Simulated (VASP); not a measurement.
**AlCuC4N4: single point with PBE**

AlCuC4N4:

```xyz
10
Lattice="5.8604 0.0000 0.0000 0.0000 5.8604 0.0000 0.0000 0.0000 5.8604" Properties=species:S:1:pos:R:3 pbc="T T T"
Al    0.0000    0.0000    0.0000
Cu    2.9302    2.9302    2.9302
C     1.1346    1.1346    1.1346
C     1.1346    4.7258    4.7258
C     4.7258    1.1346    4.7258
C     4.7258    4.7258    1.1346
N     1.8065    1.8065    1.8065
N     1.8065    4.0539    4.0539
N     4.0539    1.8065    4.0539
N     4.0539    4.0539    1.8065
```

```
Program                : VASP 6.6.1
Task                   : single point
Functional             : PBE
Potentials or basis    : VASP PAW PBE potentials, release 64 (Al, Cu, C, N)
Cutoff                 : 520 eV
k mesh                 : 4 × 4 × 4
Occupations            : gaussian, width 0.1 eV
Spin                   : collinear spin
Starting moments       : [0.0, 1.0, 0.0, 0.0, 0.0, 0.0, 0.0, 0.0, 0.0, 0.0] μB
Dipole correction      : no
Further INCAR settings : ALGO = Normal; EDIFF = 1e-06; NBANDS = 40
```

| Quantity | Value |
| --- | --- |
| Pressure | 0.6 GPa |
| Largest force | 0.421 eV/Å |
| Band gap on the k mesh | 3.03 eV (least direct gap 3.10 eV) |
| Net moment | 0.00 μB per cell |
| Valence electrons inside the program's atomic spheres | Al 0.79; Cu 10.02; C 2.65; N 3.86 |

Forces in eV/Å, atoms in the order of the input:
```
Al   0.000  0.000  0.000
Cu   0.000  0.000  0.000
C   -0.215 -0.215 -0.215
C   -0.215  0.215  0.215
C    0.215 -0.215  0.215
C    0.215  0.215 -0.215
N    0.243  0.243  0.243
N    0.243 -0.243 -0.243
N   -0.243  0.243 -0.243
N   -0.243 -0.243  0.243
```

Levels at points of the mesh, in eV from the valence-band top:
Spin up:
```csv
k point,band 23,band 24,band 25,band 26,band 27,band 28
"(0.00, 0.00, 0.00)",-0.20,-0.20,-0.20,3.03,3.03,3.03
"(0.50, 0.00, 0.00)",-0.11,-0.03,-0.03,3.08,3.08,3.23
"(0.50, 0.50, 0.00)",-0.13,0.00,0.00,3.27,3.29,3.29
"(0.50, 0.50, 0.50)",-0.13,-0.13,-0.13,3.37,3.37,3.37
```
Spin down:
| k point | band 23 | band 24 | band 25 | band 26 | band 27 | band 28 |
| --- | --- | --- | --- | --- | --- | --- |
| (0.00, 0.00, 0.00) | -0.20 | -0.20 | -0.20 | 3.03 | 3.03 | 3.03 |
| (0.50, 0.00, 0.00) | -0.11 | -0.03 | -0.03 | 3.08 | 3.08 | 3.23 |
| (0.50, 0.50, 0.00) | -0.13 | 0.00 | 0.00 | 3.27 | 3.29 | 3.29 |
| (0.50, 0.50, 0.50) | -0.13 | -0.13 | -0.13 | 3.37 | 3.37 | 3.37 |

Run time: 110 s on 1 thread of Intel(R) Xeon(R) 6975P-C (Granite Rapids) (shared host), peak memory 0.47 GiB.

A k mesh can miss the band edges.
